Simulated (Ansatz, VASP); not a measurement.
# W in VASP and in Ansatz

Contents of INCAR:

```
SYSTEM = W
ALGO = Normal ; EDIFF = 1E-6
EDIFFG = -0.005 ; ENCUT = 600
GGA = PS ; IBRION = 2
ISIF = 3 ; ISMEAR = 0
LASPH = .True. ; LCHARG = .False.
LREAL = .False. ; LWAVE = .False.
NELM = 100 ; NSW = 100
PREC = Accurate ; SIGMA = 0.1
```

The input KPOINTS:

```
k-points
0
Gamma
  18 18 18
  0 0 0
```

The input POSCAR:

```
W
1.0
   -1.5851577800      1.5851577800      1.5851577800
    1.5851577800     -1.5851577800      1.5851577800
    1.5851577800      1.5851577800     -1.5851577800
W
1
Direct
    0.0000000000      0.0000000000      0.0000000000
```

Input for Ansatz:

```yaml
crystal:
  lattice:
    - [-1.58515778, 1.58515778, 1.58515778]
    - [1.58515778, -1.58515778, 1.58515778]
    - [1.58515778, 1.58515778, -1.58515778]
  atoms:
    - { symbol: W, position: [0.0, 0.0, 0.0] }
basis:
  ecutwfc: 420
kpoints:
  mp_grid: { grid: [18, 18, 18] }
hamiltonian:
  xc: pbesol
scf:
  occupations: { method: gaussian, width: 0.1 }
output:
  forces: true
  stress: true
  eigenvalues: true
relax:
  adjacent_minimum: "off"
  f_tol: 0.005
  max_steps: 80
  cell: { stress_tol: 0.05 }
```

Alike in both runs: task relaxation of cell and atoms; functional PBEsol; k mesh 18 × 18 × 18; occupations gaussian, width 0.1 eV; no spin polarisation.

|  | VASP | Ansatz |
| --- | --- | --- |
| version | VASP 6.6.1 | Ansatz 0.2.0 |
| potentials or method | VASP PAW PBE potentials, release 64 (W_sv), cutoff 600 eV | scalar-relativistic, plane waves, PAW |
| valence electrons in the cell | 14 | 14 |

Ansatz gave:

| Quantity | Value |
| --- | --- |
| gap on the k mesh at the Fermi level, each at its own relaxed structure (eV) | none |
| relaxed volume (Å³/atom) | 15.69 |
| relaxed cell length with the largest relative difference (Å) | 2.732 |

Q: Which values does VASP return?

A: gap on the k mesh at the Fermi level, each at its own relaxed structure (eV): none; relaxed volume (Å³/atom): 15.73; relaxed cell length with the largest relative difference (Å): 2.734.

VASP's potentials were made for PBE, not for PBEsol. A gap of «none» marks a metal or a gap that the smearing closes.

Neither program's run includes spin-orbit coupling.
